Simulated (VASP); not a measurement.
PtS2:

```xyz
3
Lattice="3.5432 0.0000 0.0000 -1.7716 3.0685 0.0000 0.0000 0.0000 5.0388" Properties=species:S:1:pos:R:3 pbc="T T T"
Pt    0.0000    0.0000    0.0000
S     0.0000    2.0457    1.2597
S     1.7716    1.0228    3.7791
```

| Item | Value |
| --- | --- |
| Program | VASP 6.6.1 |
| Task | relaxation of cell and atoms |
| Functional | PBE |
| Dispersion | D3(BJ) |
| Potentials or basis | VASP PAW PBE potentials, release 64 (Pt, S) |
| Cutoff | 600 eV |
| k mesh | 12 × 12 × 8 |
| Occupations | gaussian, width 0.02 eV |
| Spin | no spin polarisation |

At the start: pressure -1.9 GPa; volume 18.26 Å³/atom.

Question: How do energy, volume and symmetry change on relaxing?

Answer: Over 23 steps the energy falls by 10.7 meV/atom and the volume is 17.31 Å³/atom (-5.2 %); space group P-3m1 (No. 164, to 0.05 Å).

The path:
```csv
step,energy change (eV),largest force (eV/Å),pressure (GPa),volume (Å³)
1,0.0000,0.3421,-1.86,54.78
2,-0.0043,0.2965,3.32,53.11
3,-0.0115,0.0072,0.94,53.84
4,-0.0206,0.0749,0.09,54.02
5,-0.0216,0.1065,-0.31,54.10
6,-0.0233,0.1139,-0.18,53.85
7,-0.0273,0.1367,0.24,53.13
8,-0.0296,0.1822,1.28,51.68
9,-0.0301,0.1621,1.12,51.65
10,-0.0311,0.1031,0.65,51.56
11,-0.0305,0.0106,-0.24,51.37
12,-0.0313,0.0639,0.35,51.49
13,-0.0314,0.0580,0.30,51.54
14,-0.0318,0.0398,0.13,51.67
15,-0.0321,0.0041,-0.20,51.94
16,-0.0321,0.0013,-0.23,51.96
17,-0.0322,0.0070,-0.10,51.95
18,-0.0322,0.0098,-0.03,51.94
19,-0.0322,0.0152,0.09,51.93
20,-0.0322,0.0112,0.00,51.94
21,-0.0322,0.0082,-0.01,51.94
22,-0.0322,0.0002,-0.05,51.94
23,-0.0322,0.0011,-0.01,51.93
```

Final structure:
```
CELL_PARAMETERS angstrom
3.57840 0.00000 0.00000
-1.78920 3.09899 0.00000
0.00000 0.00000 4.68265
ATOMIC_POSITIONS crystal
Pt 0.00000 0.00000 0.00000
S 0.33333 0.66667 0.25754
S 0.66667 0.33333 0.74246
```
